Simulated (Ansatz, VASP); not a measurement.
## One calculation of Ni3O2, two programs

```
CELL_PARAMETERS angstrom
2.85485 1.64825 1.91960
-2.85485 1.64825 1.91960
0.00000 -3.29650 1.91960
ATOMIC_POSITIONS crystal
Ni 0.50000 0.00000 0.00000
Ni 0.00000 0.50000 0.00000
Ni 0.00000 0.00000 0.50000
O 0.27720 0.27720 0.27720
O 0.72280 0.72280 0.72280
```

Alike in both runs: task electric field gradients; functional PBEsol; k mesh 12 × 12 × 12; occupations fermi-dirac, width 0.15 eV; no spin polarisation.

```csv
,VASP,Ansatz
version,VASP 6.6.1,Ansatz 0.2.0
potentials or method,"VASP PAW PBE potentials, release 64 (Ni, O), cutoff 520 eV","scalar-relativistic, plane waves, PAW"
valence electrons in the cell,42,66
```

Ansatz gave:

```
gap on the k mesh at the Fermi level (eV)                     : none
pressure (GPa)                                                : 0.0
traceless stress, the component that is largest in VASP (GPa) : -0.01
rms of the force components (eV/Å)                            : 0.000
size of Vzz on the site where it differs most (V/Å²)          : 27.4
```

Q: Which values does VASP return?

A: gap on the k mesh at the Fermi level (eV): none; pressure (GPa): 0.6; traceless stress, the component that is largest in VASP (GPa): -0.48; rms of the force components (eV/Å): 0.018; size of Vzz on the site where it differs most (V/Å²): 19.4.

VASP's potentials were made for PBE, not for PBEsol. Atom by atom the forces differ by 0.018 eV/Å (rms over components). A gap of «none» marks a metal or a gap that the smearing closes. VASP's potentials hold 42 valence electrons a cell and Ansatz's 66, so a difference there can come from the potentials and not from the codes. Ansatz's warnings: structure snapped to symmetry.
